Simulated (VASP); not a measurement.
Set up this calculation in VASP 6.6.1, as the native input.

| Item | Value |
| --- | --- |
| Task | single point |
| Functional | PBE |
| Potentials or basis | VASP PAW PBE potentials, release 64 (Ba_sv) |
| Cutoff | 520 eV |
| k mesh | 12 × 12 × 8 |
| Occupations | gaussian, width 0.1 eV |
| Spin | no spin polarisation |
| Dipole correction | no |
| Further INCAR settings | ALGO = Fast; EDIFF = 1e-06; NBANDS = 17 |

The structure of Ba lies in POSCAR:

```
Ba
1.0
    4.4603527361      0.0000000000      0.0000000000
   -2.2301763681      3.8627787793      0.0000000000
    0.0000000000      0.0000000000      7.3552638748
Ba
2
Direct
    0.3333333333      0.6666666667      0.7500000000
    0.6666666667      0.3333333333      0.2500000000
```

The input as run:

INCAR

```
SYSTEM = Ba
  PREC = Accurate
  ENCUT = 520
  EDIFF = 1E-6
  ISMEAR = 0
  SIGMA = 0.1
  LREAL = .False.
  LASPH = .True.
  NELM = 60
  ALGO = Fast
  ISIF = 2
  LWAVE = .False.
  LCHARG = .False.
  GGA = PE
  NBANDS = 17
```

KPOINTS

```
regular mesh
0
Gamma
  12 12 8
  0 0 0
```

Potentials or basis: VASP PAW PBE potentials, release 64 (Ba_sv).

Run with:

```console
$ cat potpaw_PBE.64/Ba_sv/POTCAR > POTCAR
$ mpirun -np 1 vasp_std > vasp.out
```

It gave:

```json
{
 "Pressure": "0.1 GPa",
 "Band gap on the k mesh": "zero (band 10 reaches 1.79 eV, above the bottom of band 11 at 1.45 eV)"
}
```

Caveat: spin-orbit coupling is left out, which moves the levels of the heavy elements.

Wall time 66 s on 1 thread of Intel(R) Xeon(R) 6975P-C (Granite Rapids) (shared host), peak memory 0.36 GiB.
